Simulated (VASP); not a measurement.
Write the native input for VASP 6.6.1 that does the following.

* Task: single point
* Functional: PBE
* Dispersion: D3(BJ)
* Potentials or basis: VASP PAW PBE potentials, release 64 (C, H)
* Cutoff: 520 eV
* k mesh: 2 × 2 × 1
* Occupations: fermi-dirac, width 0.02 eV
* Spin: collinear spin
* Starting moments: [0.0, 0.09, 0.0, 0.09, 0.0, 0.0, 0.0, 0.08, 0.0, 0.09, 0.0, 0.08, 0.0, 0.08, 0.0, 0.0, 0.0, 0.0, 0.0] μB
* Dipole correction: no
* Further INCAR settings: LREAL = Auto; ALGO = Normal; EDIFF = 1e-07; NBANDS = 56

The structure of HC18 lies in POSCAR:

```
HC18
1.0
    7.3980000000      0.0000000000      0.0000000000
   -3.6990000000      6.4068560000      0.0000000000
    0.0000000000      0.0000000000     13.0000000000
C H
18 1
Direct
   -0.0074503247     -0.0064370106      0.0748440000
    0.2134305648      0.1022804321      0.0766009231
   -0.0076499117      0.3269221284      0.0747760769
    0.2132218075      0.4392246369      0.0755390000
   -0.0072575521      0.6603059285      0.0749167692
    0.2150386195      0.7715906210      0.0748322308
    0.3260503092     -0.0064941369      0.0759873077
    0.5491606112      0.1047813467      0.0763231538
    0.3210989705      0.3244769353      0.0782882308
    0.5514938818      0.4395471039      0.0818327692
    0.3261257835      0.6606689771      0.0747586154
    0.5490788244      0.7721292628      0.0750317692
    0.6600255491     -0.0060243277      0.0750201538
    0.8821729101      0.1050860204      0.0748359231
    0.6614290456      0.3256753390      0.0777784615
    0.8819240155      0.4383154546      0.0754880769
    0.6615216649      0.6637043192      0.0764192308
    0.8820389086      0.7718239648      0.0748615385
    0.4446861241      0.3904103666      0.1618663077
```

One way to write it, as run:

INCAR

```
SYSTEM = HC18
PREC = Accurate ; ENCUT = 520
EDIFF = 1E-7 ; ISMEAR = -1
SIGMA = 0.02 ; LREAL = Auto
LASPH = .TRUE. ; NELM = 150
ALGO = Normal ; ISIF = 2
LWAVE = .FALSE. ; LCHARG = .FALSE.
ISPIN = 2 ; MAGMOM = 0 0.09 0 0.09 0 0 0 0.08 0 0.09 0 0.08 0 0.08 0 0 0 0 0
LORBIT = 11 ; GGA = PE
IVDW = 12 ; NBANDS = 56
```

KPOINTS

```
regular mesh
0
G
  2 2 1
  0 0 0
```

Potentials or basis: VASP PAW PBE potentials, release 64 (C, H).

Command:

```bash
$ cat potpaw_PBE.64/C/POTCAR potpaw_PBE.64/H/POTCAR > POTCAR
$ mpirun -np 1 vasp_std > vasp.out
```

Results of the run:

```yaml
Largest_force: 0.454 eV/Å
Net_moment: 0.00 μB per cell
Valence_electrons_inside_the_program's_atomic_spheres: C 2.66, 2.67, 2.65, 2.63; H 0.58
Dispersion_energy_per_atom: -0.085 eV
```

Caveat: the k points lie up to 0.49 Å⁻¹ apart.

Run time: 12 min on 1 thread of Intel(R) Xeon(R) Platinum 8259CL CPU @ 2.50GHz (Skylake/Cascade Lake), on a shared host, peak memory 0.91 GiB.
